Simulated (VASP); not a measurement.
A run of VASP 6.6.1 is set up as follows.

Contents of INCAR:

```
PREC     = Accurate       # precision mode
ENCUT    = 520            # plane-wave cutoff, eV
EDIFF    = 1E-6           # SCF threshold, eV
ISMEAR   = 0              # smearing method
SIGMA    = 0.1            # smearing width, eV
LREAL    = F              # projectors in reciprocal space
LASPH    = T              # aspherical terms in the spheres
NELM     = 150            # most SCF steps
ALGO     = Normal         # electronic algorithm
ISIF     = 2              # what is computed and relaxed
LWAVE    = F              # write WAVECAR
LCHARG   = F              # write CHGCAR
ISPIN    = 2              # spin polarisation
MAGMOM   = 2.35 0.37      # initial moments
LORBIT   = 11             # projections on sites
NUPDOWN  = 2.5            # fixed moment
LMAXMIX  = 4              # l up to which the mixer works
GGA      = PS             # functional
NBANDS   = 18             # bands
```

The input KPOINTS:

```
regular mesh
0
Gamma
  16 16 16
```

Contents of POSCAR:

```
CoO
1.0
    2.5724609762      0.0000000000      0.0000000000
    0.0000000000      2.5724609762      0.0000000000
    0.0000000000      0.0000000000      2.5724609762
Co O
1 1
Direct
    0.0000000000      0.0000000000      0.0000000000
    0.5000000000      0.5000000000      0.5000000000
```

Potentials or basis: VASP PAW PBE potentials, release 64 (Co, O).

Run with:

```console
$ cat potpaw_PBE.64/Co/POTCAR potpaw_PBE.64/O/POTCAR > POTCAR
$ mpirun -np 1 vasp_std > vasp.out
```

Problem. Estimate the pressure.

Solution. -5.3 GPa.

Caveat: the cell stands under tension; the PAW data sets were made with another functional, which shifts forces and pressure a little; the total moment is fixed, so each spin has its own Fermi level and the state may be an excited one; a cell with one magnetic atom can't hold antiferromagnetic order, which such compounds often take.
